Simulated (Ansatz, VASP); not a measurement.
# Ni in VASP and in Ansatz

```
CELL_PARAMETERS angstrom
0.00000 1.73807 1.73807
1.73807 0.00000 1.73807
1.73807 1.73807 0.00000
ATOMIC_POSITIONS crystal
Ni 0.00000 0.00000 0.00000
```

Alike in both runs: task single point; functional r2SCAN; k mesh 15 × 15 × 15; occupations gaussian, width 0.2 eV; collinear spin.

```csv
,VASP,Ansatz
version,VASP 6.6.1,Ansatz 0.2.0
potentials or method,"VASP PAW PBE potentials, release 64 (Ni), cutoff 520 eV","plane waves (500 eV) with PAW, scalar-relativistic"
valence electrons in the cell,10,18
```

|  | VASP | Ansatz | Ansatz less VASP |
| --- | --- | --- | --- |
| pressure (GPa) | 0.5 | 0.1 | -0.33 |
| net moment per atom (μB) | 0.69 | 0.71 | +0.015 |
| size of the moment on the site where the two differ most (μB) | 0.71 | 0.77 | +0.063 |

VASP's potentials were made for PBE, not for r2SCAN. Site moments also hang on the region over which each program counts them. The functional is the same, so the differences come from potentials, cutoffs and numerics. VASP's potentials hold 10 valence electrons a cell and Ansatz's 18, so a difference there can come from the potentials and not from the codes. Ansatz's warnings: stability check not made.
